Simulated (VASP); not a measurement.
The system is ZrB6.

```
Zr B
1.0
     3.42586    0.00000    0.00000
    -1.71293    2.96689    0.00000
     0.00000    0.00000    3.88401
Zr B
1 6
Direct
  0.00000 0.00000 0.00000
  0.16970 0.33939 0.00000
  0.66061 0.83030 0.00000
  0.16970 0.83030 0.00000
  0.83030 0.66061 0.00000
  0.33939 0.16970 0.00000
  0.83030 0.16970 0.00000
```

```yaml
Program: VASP 6.6.1
Task: relaxation of cell and atoms
Functional: PBE
Potentials_or_basis: VASP PAW PBE potentials, release 64 (Zr_sv, B)
Cutoff: 500 eV
k_mesh: 6 × 6 × 4
Occupations: gaussian, width 0.1 eV
Spin: no spin polarisation
```

At the start: pressure 1558.5 GPa; volume 5.64 Å³/atom.

Question: Where does the relaxation end?

Answer: Over 32 steps the energy falls by 41217.8 meV/atom and the volume is 11.44 Å³/atom (+102.8 %); space group P6/mmm (No. 191, to 0.05 Å).

The path:
| step | energy change (eV) | largest force (eV/Å) | pressure (GPa) | volume (Å³) |
| --- | --- | --- | --- | --- |
| 1 | 0.0000 | 178.1366 | 1558.46 | 39.48 |
| 2 | 48.8423 | 3.1259 | -30.84 | 973.47 |
| 3 | 1.5423 | 0.1353 | -35.27 | 790.63 |
| 4 | -45.8080 | 1.2555 | -40.30 | 647.89 |
| 5 | -230.1541 | 0.7503 | -65.59 | 251.92 |
| 6 | 92.9993 | 406.4549 | 330.13 | 122.73 |
| 7 | -270.2674 | 13.1017 | 128.23 | 70.01 |
| 8 | -278.0782 | 5.7607 | 92.46 | 73.59 |
| 9 | -282.3561 | 4.7748 | 66.69 | 78.82 |
| 10 | -282.2514 | 7.4492 | 63.80 | 80.02 |
| 11 | -279.6716 | 1.0541 | -29.91 | 130.97 |
| 12 | -287.3916 | 2.8197 | 1.36 | 98.06 |
| 13 | -287.4862 | 2.6996 | 4.44 | 96.48 |
| 14 | -287.5251 | 2.5350 | 7.81 | 94.89 |
| 15 | -287.8112 | 0.0186 | -12.92 | 104.49 |
| 16 | -288.0478 | 0.9352 | -5.77 | 100.47 |
| 17 | -288.1953 | 0.4189 | -0.03 | 96.60 |
| 18 | -288.2045 | 0.1207 | -1.19 | 97.28 |
| 19 | -288.2327 | 0.1004 | -0.92 | 96.04 |
| 20 | -288.3084 | 0.0225 | 0.00 | 92.33 |
| 21 | -288.4180 | 0.1277 | 2.57 | 84.98 |
| 22 | -288.1760 | 0.5028 | 13.70 | 70.59 |
| 23 | -288.4532 | 0.2178 | 3.95 | 81.97 |
| 24 | -288.4587 | 0.2473 | 5.27 | 79.82 |
| 25 | -288.4748 | 0.1978 | 4.75 | 79.52 |
| 26 | -288.5079 | 0.1558 | 3.19 | 78.59 |
| 27 | -288.5100 | 0.1812 | 2.43 | 78.14 |
| 28 | -288.5104 | 0.1742 | 2.62 | 78.25 |
| 29 | -288.5154 | 0.1310 | 2.17 | 78.61 |
| 30 | -288.5234 | 0.0063 | 0.86 | 79.71 |
| 31 | -288.5238 | 0.0269 | 0.50 | 80.02 |
| 32 | -288.5244 | 0.0017 | 0.25 | 80.05 |

Final structure:
```xyz
7
Lattice="5.4375 0.0000 0.0000 -2.7187 4.7090 0.0000 0.0000 0.0000 3.1264" Properties=species:S:1:pos:R:3 pbc="T T T"
Zr    0.0000    0.0000    3.1264
B     0.0000    2.1479    0.0000
B     0.8586    3.6350    0.0000
B    -0.8586    3.6350    0.0000
B     2.7187    2.5610    0.0000
B     1.8602    1.0740    0.0000
B     3.5773    1.0740    0.0000
```

Caveat: the k points lie up to 0.50 Å⁻¹ apart in the final cell; the volume moved by over 15 % at a fixed basis, so the end points are rough.
